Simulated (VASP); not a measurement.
# BaTiO3 (P4mm) in VASP: single point with PBE+U

Aim: the single point of BaTiO3 with PBE+U.

All numbers are computed with VASP 6.6.1; they aren't measurements. Logs are shortened: lines on timing, memory, paths and dates and some standing lists are left out, and cuts for length are marked.

## 1. The cell of the first run

Symmetry: P4mm, No. 99, tetragonal system. The conventional cell has a = 3.952 Å, b = 3.952 Å, c = 3.984 Å, α = 90.00°, β = 90.00°, γ = 90.00°. Ba (site symmetry 4mm) has 12 O at 2.78 to 2.84 Å and 8 Ti at 3.41 to 3.46 Å within 3.7 Å. Within 2.5 Å of Ti (site symmetry 4mm) lie 6 O at 1.89 to 2.09 Å. Within 2.5 Å of O (site symmetry 4mm) lie 2 Ti at 1.89 to 2.09 Å. O (site symmetry 2mm) has 2 Ti at 1.98 Å within 2.6 Å. Within 2.6 Å of O (site symmetry 2mm) lie 2 Ti at 1.98 Å.

## 2. Single point, PBE+U

INCAR

```
ALGO = Normal
EDIFF = 1E-7
ENCUT = 520
GGA = PE
ISIF = 2
ISMEAR = -1
LASPH = T
LCHARG = F
LDAU = T
LDAUJ = 0 0 0
LDAUL = -1 2 -1
LDAUPRINT = 1
LDAUTYPE = 2
LDAUU = 0 1.48 0
LMAXMIX = 4
LREAL = F
LWAVE = F
NBANDS = 51
NELM = 150
PREC = Accurate
SIGMA = 0.1
```

KPOINTS

```
k-points
0
Gamma
  4 6 4
```

POSCAR

```
BaTiO3
1.0
   -3.9521350800      0.0000000000     -3.9843723000
    0.0000000000     -3.9521350800      0.0000000000
   -3.9521350800      0.0000000000      3.9843723000
Ba Ti O
2 2 6
Direct
    0.9995864135      0.0000000000      0.0004135865
    0.4995864135      0.0000000000      0.5004135865
    0.9946382003      0.5000000000      0.5053617997
    0.4946382003      0.5000000000      0.0053617997
    0.7572566410      0.5000000000      0.7427433590
    0.2572566410      0.5000000000      0.2427433590
    0.5050132614      0.0000000000      0.9949867386
    0.0050132614      0.0000000000      0.4949867386
    0.7550054839      0.5000000000      0.2449945161
    0.2550054839      0.5000000000      0.7449945161
```

Potentials or basis: VASP PAW PBE potentials, release 64 (Ba_sv, Ti_sv, O).

Command:

```
> cat potpaw_PBE.64/Ba_sv/POTCAR potpaw_PBE.64/Ti_sv/POTCAR potpaw_PBE.64/O/POTCAR > POTCAR
> mpirun -np 1 vasp_std > vasp.out
```

OUTCAR:

```text
EDIFF = 1E-7
   ENCUT = 520
   GGA = PE
   ISIF = 2
   ISMEAR = -1
   LASPH = T
   LREAL = F
   NELM = 150
   PREC = Accurate

 ion  position               nearest neighbor table
   1  1.000  0.000  0.000-   7 2.78   8 2.78   9 2.78   9 2.78   5 2.80   5 2.80   6 2.80   6 2.80
                            10 2.84  10 2.84   7 2.84   8 2.84   4 3.41   3 3.41   3 3.41   4 3.41
   2  0.500  0.000  0.500-   7 2.78   8 2.78  10 2.78  10 2.78   5 2.80   5 2.80   6 2.80   6 2.80
                             9 2.84   9 2.84   8 2.84   7 2.84   4 3.41   3 3.41   3 3.41   4 3.41
   3  0.995  0.500  0.505-   5 1.89   9 1.98  10 1.98   8 1.98   8 1.98   6 2.09   1 3.41   1 3.41
                             2 3.41   2 3.41   2 3.46   2 3.46   1 3.46   1 3.46
   4  0.495  0.500  0.005-   6 1.89   9 1.98  10 1.98   7 1.98   7 1.98   5 2.09   1 3.41   1 3.41
                             2 3.41   2 3.41   1 3.46   1 3.46   2 3.46   2 3.46
   5  0.757  0.500  0.743-   3 1.89   4 2.09   1 2.80   2 2.80   1 2.80   2 2.80
   6  0.257  0.500  0.243-   4 1.89   3 2.09   1 2.80   2 2.80   1 2.80   2 2.80
   7  0.505  0.000  0.995-   4 1.98   4 1.98   1 2.78   2 2.78   2 2.84   1 2.84
   8  0.005  0.000  0.495-   3 1.98   3 1.98   1 2.78   2 2.78   1 2.84   2 2.84
   9  0.755  0.500  0.245-   3 1.98   4 1.98   1 2.78   1 2.78   2 2.84   2 2.84
  10  0.255  0.500  0.745-   3 1.98   4 1.98   2 2.78   2 2.78   1 2.84   1 2.84

  LATTYP: Found a base centered orthorhombic cell.
 ALAT       =     7.9042701600
 B/A-ratio  =     1.0081569125
 C/A-ratio  =     0.5000000000

  Lattice vectors:

 A1 = (  -3.9521350800,   0.0000000000,   3.9843723000)
 A2 = (  -3.9521350800,   0.0000000000,  -3.9843723000)
 A3 = (   0.0000000000,  -3.9521350800,   0.0000000000)

Analysis of symmetry for initial positions (statically):
=====================================================================
 Subroutine PRICEL returns following result:

  LATTYP: Found a simple tetragonal cell.
 ALAT       =     3.9521350800
 C/A-ratio  =     1.0081569125

  Lattice vectors:

 A1 = (  -3.9521350800,   0.0000000000,   0.0000000000)
 A2 = (   0.0000000000,  -3.9521350800,   0.0000000000)
 A3 = (   0.0000000000,   0.0000000000,   3.9843723000)

   2 primitive cells build up your supercell.

 Routine SETGRP: Setting up the symmetry group for a
 base centered orthorhombic supercell.

 Subroutine GETGRP returns: Found  4 space group operations
 (whereof  4 operations were pure point group operations)
 out of a pool of  8 trial point group operations.

The static configuration has the point symmetry C_2v.

Analysis of symmetry for dynamics (positions and initial velocities):
=====================================================================
 Subroutine PRICEL returns following result:

  LATTYP: Found a simple tetragonal cell.
 ALAT       =     3.9521350800
 C/A-ratio  =     1.0081569125

  Lattice vectors:

 A1 = (  -3.9521350800,   0.0000000000,   0.0000000000)
 A2 = (   0.0000000000,  -3.9521350800,   0.0000000000)
 A3 = (   0.0000000000,   0.0000000000,   3.9843723000)

   2 primitive cells build up your supercell.

 Routine SETGRP: Setting up the symmetry group for a
 base centered orthorhombic supercell.

 Subroutine GETGRP returns: Found  4 space group operations
 (whereof  4 operations were pure point group operations)
 out of a pool of  8 trial point group operations.

The dynamic configuration has the point symmetry C_2v.

 Subroutine INISYM returns: Found  4 space group operations
[... 152 lines left out ...]
 -0.0000  0.1212 -0.0000  0.0000  0.0000
  0.0000 -0.0000  0.2527  0.0000 -0.0000
  0.0000  0.0000  0.0000  0.1211 -0.0000
  0.0000  0.0000 -0.0000 -0.0000  0.2494

spin component  2

  0.1174 -0.0000  0.0000  0.0000  0.0000
 -0.0000  0.1212 -0.0000  0.0000  0.0000
  0.0000 -0.0000  0.2527  0.0000 -0.0000
  0.0000  0.0000  0.0000  0.1211 -0.0000
  0.0000  0.0000 -0.0000 -0.0000  0.2494

 occupancies and eigenvectors

  o =  0.1174  v =  1.0000  0.0000  0.0000  0.0000  0.0000  0.0000  0.0000  0.0000  0.0000  0.0000      0.0000  0.0000  0.0000  0.0000  0.0000  0.0000  0.0000  0.0000  0.0000  0.0000
  o =  0.1174  v =  0.0000  0.0000  0.0000  0.0000  0.0000  1.0000  0.0000  0.0000  0.0000  0.0000      0.0000  0.0000  0.0000  0.0000  0.0000  0.0000  0.0000  0.0000  0.0000  0.0000
  o =  0.1211  v =  0.0000  0.0000  0.0000  1.0000 -0.0000  0.0000  0.0000  0.0000  0.0000  0.0000      0.0000  0.0000  0.0000  0.0000  0.0000  0.0000  0.0000  0.0000  0.0000  0.0000
  o =  0.1211  v =  0.0000  0.0000  0.0000  0.0000  0.0000  0.0000  0.0000  0.0000  1.0000 -0.0000      0.0000  0.0000  0.0000  0.0000  0.0000  0.0000  0.0000  0.0000  0.0000  0.0000
  o =  0.1212  v =  0.0000 -1.0000  0.0000  0.0000  0.0000  0.0000  0.0000  0.0000  0.0000  0.0000      0.0000  0.0000  0.0000  0.0000  0.0000  0.0000  0.0000  0.0000  0.0000  0.0000
  o =  0.1212  v =  0.0000  0.0000  0.0000  0.0000  0.0000  0.0000 -1.0000  0.0000  0.0000  0.0000      0.0000  0.0000  0.0000  0.0000  0.0000  0.0000  0.0000  0.0000  0.0000  0.0000
  o =  0.2494  v =  0.0000 -0.0000 -0.0086 -0.0000 -1.0000  0.0000  0.0000  0.0000  0.0000  0.0000      0.0000  0.0000  0.0000  0.0000  0.0000  0.0000  0.0000  0.0000  0.0000  0.0000
  o =  0.2494  v =  0.0000  0.0000  0.0000  0.0000  0.0000  0.0000 -0.0000 -0.0086 -0.0000 -1.0000      0.0000  0.0000  0.0000  0.0000  0.0000  0.0000  0.0000  0.0000  0.0000  0.0000
  o =  0.2527  v =  0.0000  0.0000  0.0000  0.0000  0.0000  0.0000 -0.0000  1.0000 -0.0000 -0.0086      0.0000  0.0000  0.0000  0.0000  0.0000  0.0000  0.0000  0.0000  0.0000  0.0000
  o =  0.2527  v =  0.0000 -0.0000  1.0000 -0.0000 -0.0086  0.0000  0.0000  0.0000  0.0000  0.0000      0.0000  0.0000  0.0000  0.0000  0.0000  0.0000  0.0000  0.0000  0.0000  0.0000

atom =   4  type =  2  l = 2

 onsite density matrix

spin component  1

  0.1174 -0.0000  0.0000  0.0000  0.0000
 -0.0000  0.1212 -0.0000  0.0000  0.0000
  0.0000 -0.0000  0.2527  0.0000 -0.0000
  0.0000  0.0000  0.0000  0.1211 -0.0000
  0.0000  0.0000 -0.0000 -0.0000  0.2494

spin component  2

  0.1174 -0.0000  0.0000  0.0000  0.0000
 -0.0000  0.1212 -0.0000  0.0000  0.0000
  0.0000 -0.0000  0.2527  0.0000 -0.0000
  0.0000  0.0000  0.0000  0.1211 -0.0000
  0.0000  0.0000 -0.0000 -0.0000  0.2494

 occupancies and eigenvectors

  o =  0.1174  v =  1.0000  0.0000  0.0000  0.0000  0.0000  0.0000  0.0000  0.0000  0.0000  0.0000      0.0000  0.0000  0.0000  0.0000  0.0000  0.0000  0.0000  0.0000  0.0000  0.0000
  o =  0.1174  v =  0.0000  0.0000  0.0000  0.0000  0.0000  1.0000  0.0000  0.0000  0.0000  0.0000      0.0000  0.0000  0.0000  0.0000  0.0000  0.0000  0.0000  0.0000  0.0000  0.0000
  o =  0.1211  v =  0.0000 -0.0000  0.0000  1.0000  0.0000  0.0000  0.0000  0.0000  0.0000  0.0000      0.0000  0.0000  0.0000  0.0000  0.0000  0.0000  0.0000  0.0000  0.0000  0.0000
  o =  0.1211  v =  0.0000  0.0000  0.0000  0.0000  0.0000  0.0000 -0.0000  0.0000  1.0000  0.0000      0.0000  0.0000  0.0000  0.0000  0.0000  0.0000  0.0000  0.0000  0.0000  0.0000
  o =  0.1212  v =  0.0000 -1.0000  0.0000 -0.0000 -0.0000  0.0000  0.0000  0.0000  0.0000  0.0000      0.0000  0.0000  0.0000  0.0000  0.0000  0.0000  0.0000  0.0000  0.0000  0.0000
  o =  0.1212  v =  0.0000  0.0000  0.0000  0.0000  0.0000  0.0000 -1.0000  0.0000 -0.0000 -0.0000      0.0000  0.0000  0.0000  0.0000  0.0000  0.0000  0.0000  0.0000  0.0000  0.0000
  o =  0.2494  v =  0.0000  0.0000 -0.0086  0.0000 -1.0000  0.0000  0.0000  0.0000  0.0000  0.0000      0.0000  0.0000  0.0000  0.0000  0.0000  0.0000  0.0000  0.0000  0.0000  0.0000
  o =  0.2494  v =  0.0000  0.0000  0.0000  0.0000  0.0000  0.0000  0.0000 -0.0086  0.0000 -1.0000      0.0000  0.0000  0.0000  0.0000  0.0000  0.0000  0.0000  0.0000  0.0000  0.0000
  o =  0.2527  v =  0.0000  0.0000  0.0000  0.0000  0.0000  0.0000  0.0000  1.0000 -0.0000 -0.0086      0.0000  0.0000  0.0000  0.0000  0.0000  0.0000  0.0000  0.0000  0.0000  0.0000
  o =  0.2527  v =  0.0000  0.0000  1.0000 -0.0000 -0.0086  0.0000  0.0000  0.0000  0.0000  0.0000      0.0000  0.0000  0.0000  0.0000  0.0000  0.0000  0.0000  0.0000  0.0000  0.0000

 number of electron      80.0000014 magnetization

 Free energy of the ion-electron system (eV)
  ---------------------------------------------------
  ext. energy  EPLUGINS =         0.00000000
  ---------------------------------------------------
  free energy    TOTEN  =       -77.70038993 eV

  energy without entropy =      -77.70037424  energy(sigma->0) =      -77.70038209

 E-fermi :   5.2037     XC(G=0): -11.4174

 val. band max:        4.1539736268   @ k =   0.0000   0.5000   0.0000
 cond. band min:       6.1484604418   @ k =   0.0000   0.0000   0.0000
 fundamental gap:      1.9944868150
 Fermi energy:         5.2037143710

 k-point     1 :       0.0000    0.0000    0.0000
  band No.  band energies     occupation
      1     -52.7230      2.00000
      2     -52.7207      2.00000
      3     -29.0070      2.00000
      4     -28.9903      2.00000
      5     -28.9566      2.00000
      6     -28.9345      2.00000
[... 1285 lines left out ...]
     50      11.7598      0.00000
     51      11.8765      0.00000

 [... further k-points ...]

------------------------ aborting loop because EDIFF is reached ----------------------------------------

  FORCE on cell =-STRESS in cart. coord.  units (eV):
  Direction    XX          YY          ZZ          XY          YZ          ZX
  --------------------------------------------------------------------------------------
  -------------------------------------------------------------------------------------
  Total        9.0428473      9.0363851      8.8511601      0.0000000      0.0000000      0.0000000
  in kB      116.4025015    116.3193176    113.9350406      0.0000000      0.0000000      0.0000000
  external PRESSURE =     115.5522866 kB  Pullay stress =       0.0000000 kB

 VOLUME and BASIS-vectors are now :
 -----------------------------------------------------------------------------
  energy-cutoff  :      520.00
  volume of cell :      124.47
      direct lattice vectors                 reciprocal lattice vectors
    -3.952135080  0.000000000 -3.984372300    -0.126513894  0.000000000 -0.125490281
     0.000000000 -3.952135080  0.000000000     0.000000000 -0.253027789  0.000000000
    -3.952135080  0.000000000  3.984372300    -0.126513894  0.000000000  0.125490281

 POSITION                                       TOTAL-FORCE (eV/Angst)
 -----------------------------------------------------------------------------------
     -3.95214      0.00000     -3.98108         0.000000      0.000000     -0.027281
     -3.95214      0.00000      0.00330         0.000000      0.000000     -0.027281
     -5.92820     -1.97607     -1.94946         0.000000     -0.000000     -0.148512
     -1.97607     -1.97607     -1.94946         0.000000      0.000000     -0.148512
     -5.92820     -1.97607     -0.05783         0.000000      0.000000      0.144500
     -1.97607     -1.97607     -0.05783         0.000000     -0.000000      0.144500
     -5.92820      0.00000      1.95224         0.000000      0.000000      0.015629
     -1.97607      0.00000      1.95224         0.000000      0.000000      0.015629
     -3.95214     -1.97607     -2.03207         0.000000      0.000000      0.015664
     -3.95214     -1.97607      1.95230         0.000000      0.000000      0.015664
 -----------------------------------------------------------------------------------
    total drift:                                0.000000      0.000000     -0.000269

  FREE ENERGIE OF THE ION-ELECTRON SYSTEM (eV)
  ---------------------------------------------------
  free  energy   TOTEN  =       -77.7003899311 eV

  energy  without entropy=      -77.7003742413  energy(sigma->0) =      -77.70038209
```

Run time: 3.4 min. Hardware: 1 thread of Intel Xeon Platinum 8259CL at 2.50GHz (Skylake/Cascade Lake), shared host; peak memory 0.31 GiB.

Results:

```
Free energy            : -77.7004 eV
Pressure               : 11.6 GPa
Largest force          : 0.149 eV/Å
Band gap on the k mesh : 1.99 eV
```

Forces on the atoms (eV/Å):
```
Ba   0.000  0.000 -0.027
Ba   0.000  0.000 -0.027
Ti   0.000  0.000 -0.149
Ti   0.000  0.000 -0.149
O    0.000  0.000  0.144
O    0.000  0.000  0.144
O    0.000  0.000  0.016
O    0.000  0.000  0.016
O    0.000  0.000  0.016
O    0.000  0.000  0.016
```

Levels at points of the mesh, in eV from the valence-band top:
```csv
k point,band 38,band 39,band 40,band 41,band 42,band 43
"(0.00, 0.00, 0.00)",-0.25,-0.25,-0.17,1.99,2.13,2.13
"(0.50, 0.00, 0.00)",-1.02,-0.55,-0.55,2.97,2.97,3.11
"(0.00, 0.50, 0.00)",-0.08,-0.08,0.00,2.29,3.81,3.83
"(0.50, 0.50, 0.00)",-0.67,-0.55,-0.55,3.57,3.57,4.03
"(0.50, 0.00, 0.50)",-0.84,-0.74,-0.74,2.17,2.29,3.80
"(0.50, 0.50, 0.50)",-0.90,-0.17,-0.09,3.82,3.83,3.85
```

Eigenvalues of the final occupation matrices:
| site | spin | trace | eigenvalues |
| --- | --- | --- | --- |
| site 3 d | 1 | 0.86 | 0.12 0.12 0.12 0.25 0.25 |
| site 3 d | 2 | 0.86 | 0.12 0.12 0.12 0.25 0.25 |
| site 4 d | 1 | 0.86 | 0.12 0.12 0.12 0.25 0.25 |
| site 4 d | 2 | 0.86 | 0.12 0.12 0.12 0.25 0.25 |

Caveat: the cell stands under pressure; spin-orbit coupling is left out, which moves the levels of the heavy elements. A k mesh can miss the band edges.
